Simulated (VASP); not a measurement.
# Nd3Si2I (P-4m2) in VASP: relaxation of cell and atoms with PBE

Aim: the relaxation of cell and atoms of Nd3Si2I with PBE.

Everything below comes from runs of VASP 6.6.1. Logs are shortened: lines on timing, memory, paths and dates and some standing lists are left out, and cuts for length are marked.

### 1 The cell of the first run

The structure is tetragonal, space group P-4m2 (No. 115). Conventional cell: a = 4.378 Å, b = 4.378 Å, c = 8.616 Å, α = 90.00°, β = 90.00°, γ = 90.00°. Nd (site symmetry -4m2) has 4 I at 3.10 Å and 4 Si at 3.38 Å and 4 Nd at 3.74 Å within 4.1 Å. Within 4.1 Å of Nd (site symmetry 2mm) lie 5 Si at 3.00 to 3.13 Å and 6 Nd at 3.74 to 4.00 Å and 2 I at 3.74 Å. Si (site symmetry 2mm) has 7 Nd at 3.00 to 3.38 Å and 2 I at 3.38 Å within 4.0 Å. Within 4.1 Å of I (site symmetry -4m2) lie 8 Nd at 3.10 to 3.74 Å and 4 Si at 3.38 Å.

The cell was generated, and may not be a known phase.

### 2 Relaxation of cell and atoms, PBE

INCAR reads:

```
PREC     = Accurate       # precision mode
ENCUT    = 500            # plane-wave cutoff, eV
EDIFF    = 1E-7           # SCF threshold, eV
ISMEAR   = 0              # smearing method
SIGMA    = 0.1            # smearing width, eV
LREAL    = False          # projectors in reciprocal space
LASPH    = True           # aspherical terms in the spheres
NELM     = 200            # most SCF steps
ALGO     = Normal         # electronic algorithm
ISIF     = 3              # what is computed and relaxed
LWAVE    = False          # write WAVECAR
LCHARG   = False          # write CHGCAR
GGA      = PE             # functional
IBRION   = 2              # ionic algorithm
NSW      = 100            # ionic steps
EDIFFG   = -0.01          # ionic threshold
GGA_COMPAT= False        
NELMIN   = 4            
LMAXMIX  = 6              # l up to which the mixer works
```

KPOINTS reads:

```
regular mesh
0
Gamma
  8 8 4
```

POSCAR reads:

```
Nd3Si2I
1.0
    4.3784886258      0.0000000000      0.0000000000
    0.0000000000      4.3784886258      0.0000000000
    0.0000000000      0.0000000000      8.6156814301
Nd Si I
3 2 1
Direct
    0.5000000000      0.5000000000      0.0000000000
    0.0000000000      0.5000000000      0.3525976602
    0.5000000000      0.0000000000      0.6474023398
    0.0000000000      0.5000000000      0.7009507376
    0.5000000000      0.0000000000      0.2990492624
    0.0000000000      0.0000000000      0.0000000000
```

Potentials or basis: VASP PAW PBE potentials, release 64 (Nd_3, Si, I), 4f in core.

On the command line:

```
$ cat potpaw_PBE.64/Nd_3/POTCAR potpaw_PBE.64/Si/POTCAR potpaw_PBE.64/I/POTCAR > POTCAR
$ mpirun -np 1 vasp_std > vasp.out
```

OUTCAR:

```text
PREC = Accurate
   ENCUT = 500
   EDIFF = 1E-7
   ISMEAR = 0
   LREAL = False
   LASPH = True
   NELM = 200
   ISIF = 3
   GGA = PE
   IBRION = 2
   NSW = 100
   EDIFFG = -0.01
   NELMIN = 4

 ion  position               nearest neighbor table
   1  0.500  0.500  0.000-   6 3.10   6 3.10   6 3.10   6 3.10   5 3.38   4 3.38   4 3.38   5 3.38
                             2 3.74   3 3.74   3 3.74   2 3.74
   2  0.000  0.500  0.353-   4 3.00   5 3.13   5 3.13   5 3.13   5 3.13   1 3.74   1 3.74
   3  0.500  0.000  0.647-   5 3.00   4 3.13   4 3.13   4 3.13   4 3.13   1 3.74   1 3.74
   4  0.000  0.500  0.701-   2 3.00   3 3.13   3 3.13   3 3.13   3 3.13   1 3.38   1 3.38
   5  0.500  0.000  0.299-   3 3.00   2 3.13   2 3.13   2 3.13   2 3.13   1 3.38   1 3.38
   6  0.000  0.000  0.000-   1 3.10   1 3.10   1 3.10   1 3.10

  LATTYP: Found a simple tetragonal cell.
 ALAT       =     4.3784886258
 C/A-ratio  =     1.9677295447

  Lattice vectors:

 A1 = (   4.3784886258,   0.0000000000,   0.0000000000)
 A2 = (   0.0000000000,   4.3784886258,   0.0000000000)
 A3 = (   0.0000000000,   0.0000000000,   8.6156814301)

Analysis of symmetry for initial positions (statically):
=====================================================================
 Subroutine PRICEL returns:
 Original cell was already a primitive cell.

 Routine SETGRP: Setting up the symmetry group for a
 simple tetragonal supercell.

 Subroutine GETGRP returns: Found  8 space group operations
 (whereof  8 operations were pure point group operations)
 out of a pool of 16 trial point group operations.

The static configuration has the point symmetry D_2d.

Analysis of symmetry for dynamics (positions and initial velocities):
=====================================================================
 Subroutine PRICEL returns:
 Original cell was already a primitive cell.

 Routine SETGRP: Setting up the symmetry group for a
 simple tetragonal supercell.

 Subroutine GETGRP returns: Found  8 space group operations
 (whereof  8 operations were pure point group operations)
 out of a pool of 16 trial point group operations.

The dynamic configuration has the point symmetry D_2d.

 Subroutine INISYM returns: Found  8 space group operations
 (whereof  8 operations are pure point group operations),
 and found     1 'primitive' translations

----------------------------------------------------------------------------------------

                                     Primitive cell

  volume of cell :     165.1726

  direct lattice vectors                    reciprocal lattice vectors
     4.378488626  0.000000000  0.000000000     0.228389311  0.000000000  0.000000000
     0.000000000  4.378488626  0.000000000     0.000000000  0.228389311  0.000000000
     0.000000000  0.000000000  8.615681430     0.000000000  0.000000000  0.116067430

  length of vectors
     4.378488626  4.378488626  8.615681430     0.228389311  0.228389311  0.116067430

  position of ions in fractional coordinates (direct lattice)
     0.500000000  0.500000000  0.000000000
     0.000000000  0.500000000  0.352597660
     0.500000000  0.000000000  0.647402340
     0.000000000  0.500000000  0.700950738
     0.500000000  0.000000000  0.299049262
     0.000000000  0.000000000  0.000000000

  ion indices of the primitive-cell ions
   primitive index   ion index
                 1           1
                 2           2
                 3           3
                 4           4
                 5           5
                 6           6

----------------------------------------------------------------------------------------

 KPOINTS: regular mesh

Automatic generation of k-mesh.
 Grid dimensions read from file:
 generate k-points for:    8    8    4

 Generating k-lattice:

  Cartesian coordinates                     Fractional coordinates (reciprocal lattice)
     0.028548664  0.000000000  0.000000000     0.125000000  0.000000000  0.000000000
     0.000000000  0.028548664  0.000000000     0.000000000  0.125000000  0.000000000
     0.000000000  0.000000000  0.029016857     0.000000000  0.000000000  0.250000000

  Length of vectors
     0.028548664  0.028548664  0.029016857

  Shift w.r.t. Gamma in fractional coordinates (k-lattice)
     0.000000000  0.000000000  0.000000000

 Subroutine IBZKPT returns following result:
 ===========================================

 Found     45 irreducible k-points:

 Following reciprocal coordinates:
            Coordinates               Weight
  0.000000  0.000000  0.000000      1.000000
  0.125000  0.000000  0.000000      4.000000
  0.250000  0.000000  0.000000      4.000000
  0.375000  0.000000  0.000000      4.000000
  0.500000  0.000000  0.000000      2.000000
  0.125000  0.125000  0.000000      4.000000
[... 16 lines left out ...]
  0.375000  0.125000  0.250000     16.000000
  0.500000  0.125000  0.250000      8.000000
 [... further k-points ...]
   k-points           NKPTS =     45   k-points in BZ     NKDIM =     45   number of bands    NBANDS=     28
   number of dos      NEDOS =    301   number of ions     NIONS =      6
   total plane-waves  NPLWV =  65536
   dimension x,y,z NGX =    32 NGY =   32 NGZ =   64
   dimension x,y,z NGXF=    64 NGYF=   64 NGZF=  128
   ions per type =               3   2   1
   NGX,Y,Z   is equivalent  to a cutoff of  12.15, 12.15, 12.35 a.u.
   NGXF,Y,Z  is equivalent  to a cutoff of  24.30, 24.30, 24.70 a.u.
 SYSTEM =  unknown system
   PREC   = accura    normal or accurate (medium, high low for compatibility)
   ISTART =      0    job   : 0-new  1-cont  2-samecut
   ICHARG =      2    charge: 1-file 2-atom 10-const
   ISPIN  =      1    spin polarized calculation?
   LNONCOLLINEAR =      F non collinear calculations
   LSORBIT =      F    spin-orbit coupling
   LASPH  =      T    aspherical Exc in radial PAW
   ENCUT  =  500.0 eV  36.75 Ry    6.06 a.u.   7.98  7.98 15.71*2*pi/ulx,y,z
   NELM   =    200;   NELMIN=  4; NELMDL= -5     # of ELM steps
   EDIFF  = 0.1E-06   stopping-criterion for ELM
   LREAL  =      F    real-space projection
   EDIFFG = -.1E-01   stopping-criterion for IOM
   NSW    =    100    number of steps for IOM
   IBRION =      2    ionic relax: 0-MD 1-quasi-New 2-CG
   NFREE  =      1    steps in history (QN), initial steepest desc. (CG)
   ISIF   =      3    stress and relaxation
   ISYM   =      2    0-nonsym 1-usesym 2-fastsym
   POTIM  = 0.5000    time-step for ionic-motion
   TEBEG  =    0.0;   TEEND  =   0.0 temperature during run
   PSTRESS=    0.0 pullay stress
   NELECT =      48.0000    total number of electrons
   NUPDOWN=      -1.0000    fix difference up-down
   EMIN   =  10.00;   EMAX   =-10.00  energy-range for DOS
   EFERMI =   0.00;   METHOD = LEGACY
   ISMEAR =     0;   SIGMA  =   0.10  broadening in eV -4-tet -1-fermi 0-gaus
   EFERMI_NEDOS =   21; number of points for ismear=-14 and -15
   IALGO  =     38    algorithm
   IMIX   =      4    mixing-type and parameters
     AMIX     =   0.40;   BMIX     =  1.00
     AMIX_MAG =   1.60;   BMIX_MAG =  1.00
  volume/ion in A,a.u.               =      27.53       185.77
  Fermi-wavevector in a.u.,A,eV,Ry     =   1.084366  2.049155 15.998405  1.175850
  Thomas-Fermi vector in A             =   2.220454
   LORBIT       =      0    0 simple, 1 ext, 2 COOP (PROOUT), +10 PAW based schemes
   GGA     = PE    functional components
   LHFCALC =     F    Hartree Fock is set to
   AEXX    =    0.0000 exact exchange contribution
   IVDW    =     0    specifies the selected vdW correction
   LEPSILON=     F    determine dielectric tensor
   LRPA    =     F    only Hartree local field effects (RPA)
 conjugate gradient relaxation of ions
 non-spin polarized calculation
 Gauss-broadening in eV      SIGMA  =   0.10
  energy-cutoff  :      500.00
  volume of cell :      165.17
 maximum number of plane-waves:      4240
 NGX is ok and might be reduce to    32
   NGX = 15   NGY = 15   NGZ = 31

--------------------------------------- Ionic step        1  -------------------------------------------

 number of electron      48.0000000 magnetization

 Free energy of the ion-electron system (eV)
  ---------------------------------------------------
  ext. energy  EPLUGINS =         0.00000000
  ---------------------------------------------------
  free energy    TOTEN  =       -29.66577918 eV

  energy without entropy =      -29.65675172  energy(sigma->0) =      -29.66126545

------------------------ aborting loop because EDIFF is reached ----------------------------------------

  FORCE on cell =-STRESS in cart. coord.  units (eV):
  Direction    XX          YY          ZZ          XY          YZ          ZX
  --------------------------------------------------------------------------------------
  -------------------------------------------------------------------------------------
  Total        0.2144710      0.2144710      0.1401983      0.0000000      0.0000000      0.0000000
  in kB        2.0803725      2.0803725      1.3599255      0.0000000      0.0000000      0.0000000
  external PRESSURE =       1.8402235 kB  Pullay stress =       0.0000000 kB
[... 101 lines left out ...]
  FREE ENERGIE OF THE ION-ELECTRON SYSTEM (eV)
  ---------------------------------------------------
  free  energy   TOTEN  =       -29.6690281689 eV

  energy  without entropy=      -29.6599211980  energy(sigma->0) =      -29.66447468

[... ionic steps 4 to 7 ...]

--------------------------------------- Ionic step        8  -------------------------------------------

 number of electron      48.0000001 magnetization

------------------------ aborting loop because EDIFF is reached ----------------------------------------
[... 75 lines left out ...]
--------------------------------------- Ionic step       10  -------------------------------------------

 number of electron      48.0000001 magnetization

 Free energy of the ion-electron system (eV)
  ---------------------------------------------------
  ext. energy  EPLUGINS =         0.00000000
  ---------------------------------------------------
  free energy    TOTEN  =       -29.67126684 eV

  energy without entropy =      -29.66208221  energy(sigma->0) =      -29.66667452

 E-fermi :   5.2249     XC(G=0):  -9.9256

 val. band max:        5.2191329852   @ k =   0.1250   0.1250   0.5000
 cond. band min:       5.2587513103   @ k =   0.5000   0.2500   0.0000
 fundamental gap:      0.0396183251
 Fermi energy:         5.2248846144

 k-point     1 :       0.0000    0.0000    0.0000
  band No.  band energies     occupation
      1     -33.2800      2.00000
      2     -32.5614      2.00000
      3     -32.5317      2.00000
      4     -14.5495      2.00000
      5     -14.5495      2.00000
      6     -14.3700      2.00000
[... 733 lines left out ...]
     27       6.5235      0.00000
     28       7.0405      0.00000

 [... further k-points ...]

------------------------ aborting loop because EDIFF is reached ----------------------------------------

  FORCE on cell =-STRESS in cart. coord.  units (eV):
  Direction    XX          YY          ZZ          XY          YZ          ZX
  --------------------------------------------------------------------------------------
  -------------------------------------------------------------------------------------
  Total        0.0029673      0.0029673     -0.0305545      0.0000000      0.0000000      0.0000000
  in kB        0.0286431      0.0286431     -0.2949354      0.0000000      0.0000000      0.0000000
  external PRESSURE =      -0.0792164 kB  Pullay stress =       0.0000000 kB
[... 21 lines left out ...]
  FREE ENERGIE OF THE ION-ELECTRON SYSTEM (eV)
  ---------------------------------------------------
  free  energy   TOTEN  =       -29.6712668424 eV

  energy  without entropy=      -29.6620822069  energy(sigma->0) =      -29.66667452

 reached required accuracy - stopping structural energy minimisation
```

Run time: 13 min. Hardware: 1 thread of Intel Xeon Platinum 8259CL at 2.50GHz (Skylake/Cascade Lake), shared host; peak memory 0.38 GiB.

Results:

* Free energy: -29.6713 eV
* Relaxed volume: 27.66 Å³/atom
* Relaxed cell: a = 4.383 Å, b = 4.383 Å, c = 8.641 Å, α = 90.00°, β = 90.00°, γ = 90.00°
* Space group after relaxing (to 0.1 Å): P-4m2 (No. 115)
* Energy gained by relaxing: 0.9 meV/atom
* Ionic steps: 10
* Pressure after relaxing: 0.0 GPa
* Largest force after relaxing: 0.008 eV/Å
* Band gap on the k mesh: zero (bands 24 and 25 overlap by 0.79 eV)

Forces in eV/Å, atoms in the order of the input:
```
Nd   0.000  0.000  0.000
Nd   0.000  0.000  0.002
Nd   0.000  0.000 -0.002
Si   0.000  0.000  0.008
Si   0.000  0.000 -0.008
I    0.000  0.000  0.000
```

The path:
```csv
step,energy change (eV),largest force (eV/Å),pressure (GPa),volume (Å³)
1,0.0000,0.1653,0.18,165.17
2,-0.0026,0.1228,-0.07,165.93
3,-0.0032,0.0859,-0.29,166.60
4,-0.0048,0.0376,-0.15,166.28
5,-0.0053,0.0289,-0.01,165.98
6,-0.0053,0.0292,0.00,165.96
7,-0.0054,0.0209,0.00,165.96
8,-0.0055,0.0129,0.01,165.95
9,-0.0055,0.0121,0.01,165.95
10,-0.0055,0.0082,-0.01,165.98
```

Final structure:
```
Nd Si I
1.0
     4.38272    0.00000    0.00000
     0.00000    4.38272    0.00000
     0.00000    0.00000    8.64115
Nd Si I
3 2 1
Direct
  0.50000 0.50000 0.00000
  0.00000 0.50000 0.35602
  0.50000 0.00000 0.64398
  0.00000 0.50000 0.70182
  0.50000 0.00000 0.29818
  0.00000 0.00000 0.00000
```

Levels at points of the mesh, in eV from the Fermi level:
| k point | band 21 | band 22 | band 23 | band 24 | band 25 | band 26 | band 27 | band 28 |
| --- | --- | --- | --- | --- | --- | --- | --- | --- |
| (0.00, 0.00, 0.00) | -0.75 | -0.75 | -0.52 | 0.24 | 0.57 | 0.87 | 0.87 | 0.99 |
| (0.50, 0.00, 0.00) | -1.35 | -1.25 | -1.03 | -0.51 | 0.82 | 1.38 | 1.55 | 1.66 |
| (0.50, 0.50, 0.00) | -1.79 | -1.07 | -0.75 | -0.34 | 0.20 | 0.69 | 2.01 | 2.60 |
| (0.00, 0.00, 0.50) | -0.50 | -0.50 | -0.40 | 0.60 | 0.60 | 0.60 | 0.64 | 1.00 |
| (0.50, 0.00, 0.50) | -1.24 | -0.93 | -0.78 | -0.40 | 0.84 | 1.11 | 1.25 | 1.69 |
| (0.50, 0.50, 0.50) | -0.93 | -0.92 | -0.83 | -0.43 | -0.03 | 1.03 | 1.03 | 1.79 |

Caveat: spin-orbit coupling is left out, which moves the levels of the heavy elements; the 4f electrons are frozen in the core, so they carry no moment and show no levels; the run has no spin polarisation, though such a crystal can be magnetic. Spin polarisation is off, so any magnetic state and its effect on volume and gap are missing.

The gap in the log of VASP goes by the Fermi energy; the results here count the filled bands.